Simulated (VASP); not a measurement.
Input of a VASP 6.6.1 run:

File POSCAR:

```
CuO
1.0
    2.3906352041     -1.7470046099      0.0000000000
    2.3906352041      1.7470046099      0.0000000000
   -0.8774322550      0.0000000000      5.1586662202
Cu O
2 2
Direct
    0.4968000000      0.0032000000      0.5000000000
    0.0032000000      0.4968000000      0.0000000000
    0.4056000000      0.5714000000      0.7537000000
    0.5714000000      0.4056000000      0.2537000000
```

File INCAR.step1:

```
SYSTEM = CuO
ALGO     = Normal         ! electronic algorithm
EDIFF    = 1E-4           ! SCF threshold, eV
ENCUT    = 520            ! plane-wave cutoff, eV
GGA      = PE             ! functional
ISMEAR   = -1             ! smearing method
LASPH    = .True.         ! aspherical terms in the spheres
LCHARG   = .False.        ! write CHGCAR
LREAL    = .False.        ! projectors in reciprocal space
LWAVE    = .True.         ! write WAVECAR
NBANDS   = 25             ! bands
NELM     = 80             ! most SCF steps
PREC     = Accurate       ! precision mode
SIGMA    = 0.05           ! smearing width, eV
```

Contents of INCAR.step2:

```
SYSTEM = CuO
ALGO     = Normal         ! electronic algorithm
EDIFF    = 1E-6           ! SCF threshold, eV
ENCUT    = 520            ! plane-wave cutoff, eV
ISIF     = 2              ! what is computed and relaxed
ISMEAR   = -1             ! smearing method
ISTART   = 1            
LASPH    = .True.         ! aspherical terms in the spheres
LCHARG   = .False.        ! write CHGCAR
LMIXTAU  = .True.       
LREAL    = .False.        ! projectors in reciprocal space
LWAVE    = .False.        ! write WAVECAR
METAGGA  = R2SCAN         ! meta-GGA
NBANDS   = 25             ! bands
NELM     = 80             ! most SCF steps
PREC     = Accurate       ! precision mode
SIGMA    = 0.05           ! smearing width, eV
```

File KPOINTS:

```
k-points
0
Gamma
  10 10 5
  0 0 0
```

Potentials or basis: VASP PAW PBE potentials, release 64 (Cu, O).

Command:

```bash
$ cat potpaw_PBE.64/Cu/POTCAR potpaw_PBE.64/O/POTCAR > POTCAR
$ cp INCAR.step1 INCAR
$ mpirun -np 1 vasp_std > vasp.out
$ cp INCAR.step2 INCAR
$ mpirun -np 1 vasp_std > vasp.out
```

What does it give for the band gap on the k mesh?

Zero (band 17 reaches 4.97 eV, above the bottom of band 18 at 4.39 eV).

Estimate the pressure.

-9.7 GPa.

What does it give for the largest force?

0.703 eV/Å.

Forces in eV/Å, atoms in the order of the input:
```
Cu  -0.501 -0.264  0.192
Cu  -0.501  0.264  0.192
O    0.501 -0.455 -0.192
O    0.501  0.455 -0.192
```

Caveat: the PAW data sets were made with another functional, which shifts forces and pressure a little; semilocal functionals often make such compounds metallic where correlation or magnetic order opens a gap, which also shifts bond lengths. With open d or f shells a metallic result of r2SCAN can be an artefact of self-interaction; +U or a hybrid may open a gap.
